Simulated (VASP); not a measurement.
# Cu (I4/mmm) in VASP: single point with PBE

Aim: the single point of Cu with PBE.

Program: VASP 6.6.1. These are calculated values, not measurements. Logs are shortened: lines on timing, memory, paths and dates and some standing lists are left out, and cuts for length are marked.

## (1) The cell of the first run

The structure is tetragonal, space group I4/mmm (No. 139). Conventional cell: a = 2.589 Å, b = 2.589 Å, c = 3.557 Å, α = 90.00°, β = 90.00°, γ = 90.00°. Within 3.4 Å of Cu (site symmetry 4/mmm) lie 12 Cu at 2.55 to 2.59 Å.

## (2) Single point, PBE (uniaxial strain along c: -2.0 %, then relaxed in part)

The input, INCAR:

```
  ALGO = Normal
  EDIFF = 1E-6
  ENCUT = 820
  GGA = PE
  GGA_COMPAT = F
  ISIF = 2
  ISMEAR = 0
  LASPH = T
  LCHARG = T
  LELF = T
  LREAL = F
  LVHAR = T
  LWAVE = F
  NBANDS = 26
  NELM = 120
  PREC = Accurate
  SIGMA = 0.1
```

The input, KPOINTS:

```
k-points
0
Gamma
  20 20 14
```

The input, POSCAR:

```
Cu
1.0
    1.8305619565      1.8305619565      0.0000000000
   -1.8305619565      1.8305619565      0.0000000000
    0.0000000000      0.0000000000      3.5572067544
Cu
2
Direct
    0.0000000000      0.0000000000      0.0000000000
    0.5000000000      0.5000000000      0.5000000000
```

Potentials or basis: VASP PAW PBE potentials, release 64 (Cu_sv_GW).

On the command line:

```console
$ cat potpaw_PBE.64/Cu_sv_GW/POTCAR > POTCAR
$ mpirun -np 1 vasp_std > vasp.out
```

OUTCAR:

```text
EDIFF = 1E-6
   ENCUT = 820
   GGA = PE
   ISIF = 2
   ISMEAR = 0
   LASPH = T
   LREAL = F
   NELM = 120
   PREC = Accurate

 ion  position               nearest neighbor table
   1  0.000  0.000  0.000-   2 2.55   2 2.55   2 2.55   2 2.55   2 2.55   2 2.55   2 2.55   2 2.55

   2  0.500  0.500  0.500-   1 2.55   1 2.55   1 2.55   1 2.55   1 2.55   1 2.55   1 2.55   1 2.55

  LATTYP: Found a simple tetragonal cell.
 ALAT       =     2.5888055456
 C/A-ratio  =     1.3740725951

  Lattice vectors:

 A1 = (   1.8305619565,   1.8305619565,   0.0000000000)
 A2 = (  -1.8305619565,   1.8305619565,   0.0000000000)
 A3 = (   0.0000000000,   0.0000000000,   3.5572067544)

Analysis of symmetry for initial positions (statically):
=====================================================================
 Subroutine PRICEL returns following result:

  LATTYP: Found a body centered tetragonal cell.
 ALAT       =     2.5888055456
 C/A-ratio  =     1.3740725951

  Lattice vectors:

 A1 = (   0.0000000000,  -1.8305619565,  -1.7786033772)
 A2 = (   0.0000000000,   1.8305619565,  -1.7786033772)
 A3 = (   1.8305619565,   0.0000000000,   1.7786033772)

   2 primitive cells build up your supercell.

 Routine SETGRP: Setting up the symmetry group for a
 simple tetragonal supercell.

 Subroutine GETGRP returns: Found 16 space group operations
 (whereof 16 operations were pure point group operations)
 out of a pool of 16 trial point group operations.

The static configuration has the point symmetry D_4h.

Analysis of symmetry for dynamics (positions and initial velocities):
=====================================================================
 Subroutine PRICEL returns following result:

  LATTYP: Found a body centered tetragonal cell.
 ALAT       =     2.5888055456
 C/A-ratio  =     1.3740725951

  Lattice vectors:

 A1 = (   0.0000000000,  -1.8305619565,  -1.7786033772)
 A2 = (   0.0000000000,   1.8305619565,  -1.7786033772)
 A3 = (   1.8305619565,   0.0000000000,   1.7786033772)

   2 primitive cells build up your supercell.

 Routine SETGRP: Setting up the symmetry group for a
 simple tetragonal supercell.

 Subroutine GETGRP returns: Found 16 space group operations
 (whereof 16 operations were pure point group operations)
 out of a pool of 16 trial point group operations.

The dynamic configuration has the point symmetry D_4h.

 Subroutine INISYM returns: Found 16 space group operations
 (whereof 16 operations are pure point group operations),
 and found     2 'primitive' translations

----------------------------------------------------------------------------------------

                                     Primitive cell

  volume of cell :      11.9200

  direct lattice vectors                    reciprocal lattice vectors
     0.000000000 -1.830561956 -1.778603377     0.273140168 -0.273140168 -0.281119448
     0.000000000  1.830561956 -1.778603377     0.273140168  0.273140168 -0.281119448
     1.830561956  0.000000000  1.778603377     0.546280336  0.000000000  0.000000000

  length of vectors
     2.552329730  2.552329730  2.552329730     0.477743913  0.477743913  0.546280336

  position of ions in fractional coordinates (direct lattice)
     0.000000000  0.000000000  0.000000000

  ion indices of the primitive-cell ions
   primitive index   ion index
                 1           1

----------------------------------------------------------------------------------------

 KPOINTS: k-points

Automatic generation of k-mesh.
 Grid dimensions read from file:
 generate k-points for:   20   20   14

 Generating k-lattice:

  Cartesian coordinates                     Fractional coordinates (reciprocal lattice)
     0.013657008  0.013657008  0.000000000     0.050000000  0.000000000  0.000000000
    -0.013657008  0.013657008  0.000000000     0.000000000  0.050000000  0.000000000
     0.000000000  0.000000000  0.020079961     0.000000000  0.000000000  0.071428571

  Length of vectors
     0.019313926  0.019313926  0.020079961

  Shift w.r.t. Gamma in fractional coordinates (k-lattice)
     0.000000000  0.000000000  0.000000000

 Subroutine IBZKPT returns following result:
 ===========================================

 Found    528 irreducible k-points:

 Following reciprocal coordinates:
            Coordinates               Weight
  0.000000  0.000000  0.000000      1.000000
  0.050000  0.000000  0.000000      4.000000
  0.100000  0.000000  0.000000      4.000000
  0.150000  0.000000  0.000000      4.000000
  0.200000  0.000000  0.000000      4.000000
  0.250000  0.000000  0.000000      4.000000
[... 16 lines left out ...]
  0.150000  0.100000  0.000000      8.000000
  0.200000  0.100000  0.000000      8.000000
 [... further k-points ...]
   k-points           NKPTS =    528   k-points in BZ     NKDIM =    528   number of bands    NBANDS=     26
   number of dos      NEDOS =    301   number of ions     NIONS =      2
   total plane-waves  NPLWV =  20736
   dimension x,y,z NGX =    24 NGY =   24 NGZ =   36
   dimension x,y,z NGXF=    48 NGYF=   48 NGZF=   72
   ions per type =               2
   NGX,Y,Z   is equivalent  to a cutoff of  15.41, 15.41, 16.82 a.u.
   NGXF,Y,Z  is equivalent  to a cutoff of  30.82, 30.82, 33.65 a.u.
 SYSTEM =  unknown system
   PREC   = accura    normal or accurate (medium, high low for compatibility)
   ISTART =      0    job   : 0-new  1-cont  2-samecut
   ICHARG =      2    charge: 1-file 2-atom 10-const
   ISPIN  =      1    spin polarized calculation?
   LNONCOLLINEAR =      F non collinear calculations
   LSORBIT =      F    spin-orbit coupling
   LASPH  =      T    aspherical Exc in radial PAW
   ENCUT  =  820.0 eV  60.27 Ry    7.76 a.u.   6.04  6.04  8.31*2*pi/ulx,y,z
   NELM   =    120;   NELMIN=  2; NELMDL= -5     # of ELM steps
   EDIFF  = 0.1E-05   stopping-criterion for ELM
   LREAL  =      F    real-space projection
   EDIFFG = 0.1E-04   stopping-criterion for IOM
   NSW    =      0    number of steps for IOM
   IBRION =     -1    ionic relax: 0-MD 1-quasi-New 2-CG
   NFREE  =      0    steps in history (QN), initial steepest desc. (CG)
   ISIF   =      2    stress and relaxation
   ISYM   =      2    0-nonsym 1-usesym 2-fastsym
   POTIM  = 0.5000    time-step for ionic-motion
   TEBEG  =    0.0;   TEEND  =   0.0 temperature during run
   PSTRESS=    0.0 pullay stress
   NELECT =      38.0000    total number of electrons
   NUPDOWN=      -1.0000    fix difference up-down
   EMIN   =  10.00;   EMAX   =-10.00  energy-range for DOS
   EFERMI =   0.00;   METHOD = LEGACY
   ISMEAR =     0;   SIGMA  =   0.10  broadening in eV -4-tet -1-fermi 0-gaus
   EFERMI_NEDOS =   21; number of points for ismear=-14 and -15
   IALGO  =     38    algorithm
   IMIX   =      4    mixing-type and parameters
     AMIX     =   0.40;   BMIX     =  1.00
     AMIX_MAG =   1.60;   BMIX_MAG =  1.00
  volume/ion in A,a.u.               =      11.92        80.44
  Fermi-wavevector in a.u.,A,eV,Ry     =   1.912347  3.613812 49.757474  3.657071
  Thomas-Fermi vector in A             =   2.948745
   LORBIT       =      0    0 simple, 1 ext, 2 COOP (PROOUT), +10 PAW based schemes
   GGA     = PE    functional components
   LHFCALC =     F    Hartree Fock is set to
   AEXX    =    0.0000 exact exchange contribution
   IVDW    =     0    specifies the selected vdW correction
   LEPSILON=     F    determine dielectric tensor
   LRPA    =     F    only Hartree local field effects (RPA)
 non-spin polarized calculation
 Gauss-broadening in eV      SIGMA  =   0.10
  energy-cutoff  :      820.00
  volume of cell :       23.84
 maximum number of plane-waves:      1290
   NGX = 13   NGY = 13   NGZ = 17

 number of electron      38.0000022 magnetization

 Free energy of the ion-electron system (eV)
  ---------------------------------------------------
  ext. energy  EPLUGINS =         0.00000000
  ---------------------------------------------------
  free energy    TOTEN  =        -7.59320678 eV

  energy without entropy =       -7.59001569  energy(sigma->0) =       -7.59161124

 E-fermi :   7.4871     XC(G=0): -13.3005

 val. band max:        7.4846745077   @ k =   0.3500   0.2500   0.4286
 cond. band min:       7.4877404554   @ k =   0.4000   0.2500   0.3571
 fundamental gap:      0.0030659477
 Fermi energy:         7.4870816107

 k-point     1 :       0.0000    0.0000    0.0000
  band No.  band energies     occupation
      1    -105.0902      2.00000
      2    -105.0714      2.00000
      3     -62.5073      2.00000
      4     -62.4501      2.00000
      5     -62.4501      2.00000
      6     -62.4065      2.00000
[... 18 lines left out ...]
     25      27.0975      0.00000
     26      30.0252      0.00000

 k-point     2 :       0.0500    0.0000    0.0000
  band No.  band energies     occupation
      1    -105.0899      2.00000
      2    -105.0715      2.00000
      3     -62.5066      2.00000
      4     -62.4512      2.00000
      5     -62.4499      2.00000
      6     -62.4078      2.00000
[... 18 lines left out ...]
     25      27.5204      0.00000
     26      29.7712      0.00000

 k-point     3 :       0.1000    0.0000    0.0000
  band No.  band energies     occupation
      1    -105.0893      2.00000
      2    -105.0714      2.00000
      3     -62.5042      2.00000
      4     -62.4538      2.00000
      5     -62.4486      2.00000
      6     -62.4122      2.00000
[... 18 lines left out ...]
     25      28.8204      0.00000
     26      28.8736      0.00000

 k-point     4 :       0.1500    0.0000    0.0000
  band No.  band energies     occupation
      1    -105.0884      2.00000
      2    -105.0716      2.00000
      3     -62.5008      2.00000
      4     -62.4579      2.00000
      5     -62.4469      2.00000
      6     -62.4191      2.00000
[... 18 lines left out ...]
     25      27.3557      0.00000
     26      28.2555      0.00000
[... 496 lines left out ...]
      1    -105.0884      2.00000
      2    -105.0715      2.00000
      3     -62.5014      2.00000
      4     -62.4552      2.00000
      5     -62.4495      2.00000
      6     -62.4160      2.00000
[... 18 lines left out ...]
     25      28.8566      0.00000
     26      29.6170      0.00000

 k-point    23 :       0.1500    0.1000    0.0000
  band No.  band energies     occupation
      1    -105.0876      2.00000
      2    -105.0716      2.00000
      3     -62.4980      2.00000
      4     -62.4589      2.00000
      5     -62.4483      2.00000
      6     -62.4222      2.00000
[... 18 lines left out ...]
     25      28.0954      0.00000
     26      28.2161      0.00000

 k-point    24 :       0.2000    0.1000    0.0000
  band No.  band energies     occupation
      1    -105.0863      2.00000
      2    -105.0718      2.00000
      3     -62.4936      2.00000
      4     -62.4637      2.00000
      5     -62.4463      2.00000
      6     -62.4303      2.00000
[... 18 lines left out ...]
     25      26.6304      0.00000
     26      28.5447      0.00000

 [... further k-points ...]
[... 5 lines left out ...]
  --------------------------------------------------------------------------------------
  -------------------------------------------------------------------------------------
  Total       -0.2570015     -0.2570015     -0.0637027      0.0000000      0.0000000     -0.0000000
  in kB      -17.2718296    -17.2718296     -4.2811491      0.0000000      0.0000000     -0.0000000
  external PRESSURE =     -12.9416028 kB  Pullay stress =       0.0000000 kB

 VOLUME and BASIS-vectors are now :
 -----------------------------------------------------------------------------
  energy-cutoff  :      820.00
  volume of cell :       23.84
      direct lattice vectors                 reciprocal lattice vectors
     1.830561956  1.830561956  0.000000000     0.273140168  0.273140168  0.000000000
    -1.830561956  1.830561956  0.000000000    -0.273140168  0.273140168  0.000000000
     0.000000000  0.000000000  3.557206754     0.000000000  0.000000000  0.281119448

 POSITION                                       TOTAL-FORCE (eV/Angst)
 -----------------------------------------------------------------------------------
      0.00000      0.00000      0.00000        -0.000000      0.000000     -0.000000
      0.00000      1.83056      1.77860         0.000000     -0.000000      0.000000
 -----------------------------------------------------------------------------------
    total drift:                               -0.000000      0.000000     -0.000000

  FREE ENERGIE OF THE ION-ELECTRON SYSTEM (eV)
  ---------------------------------------------------
  free  energy   TOTEN  =        -7.5932067837 eV

  energy  without entropy=       -7.5900156874  energy(sigma->0) =       -7.59161124
```

Wall time 6.5 min (1 thread of Intel Xeon Platinum 8259CL at 2.50GHz (Skylake/Cascade Lake), shared host); peak memory 0.67 GiB.

What came out:

* Free energy: -7.5932 eV
* Pressure: -1.3 GPa
* Band gap on the k mesh: zero (bands 19 and 20 overlap by 8.04 eV)

Stress tensor (GPa, compression positive):
```
-1.73  0.00  0.00
 0.00 -1.73  0.00
 0.00  0.00 -0.43
```

Levels at points of the mesh, in eV from the Fermi level:
```
           k point  band 16  band 17  band 18  band 19  band 20  band 21  band 22  band 23
(0.00, 0.00, 0.00)    -2.10    -1.62    -1.45    -1.45     1.85     7.53    12.50    12.50
(0.50, 0.00, 0.00)    -2.51    -2.19    -2.19    -0.39    -0.39     9.89     9.89    11.18
(0.50, 0.50, 0.00)    -1.50    -1.41    -1.41     1.23     1.23     6.77     6.77    13.16
(0.00, 0.00, 0.50)    -2.36    -2.36    -2.36    -1.93    -1.93    16.66    16.66    16.66
(0.50, 0.00, 0.50)    -1.63    -1.57    -1.57    -1.04    -1.04     3.69     3.69    20.78
(0.50, 0.50, 0.50)    -2.20    -1.50    -1.50     6.11     6.11     6.11     6.11     8.08
```

Caveat: the cell differs from its parent crystal (uniaxial strain along c: -2.0 %, then relaxed in part).
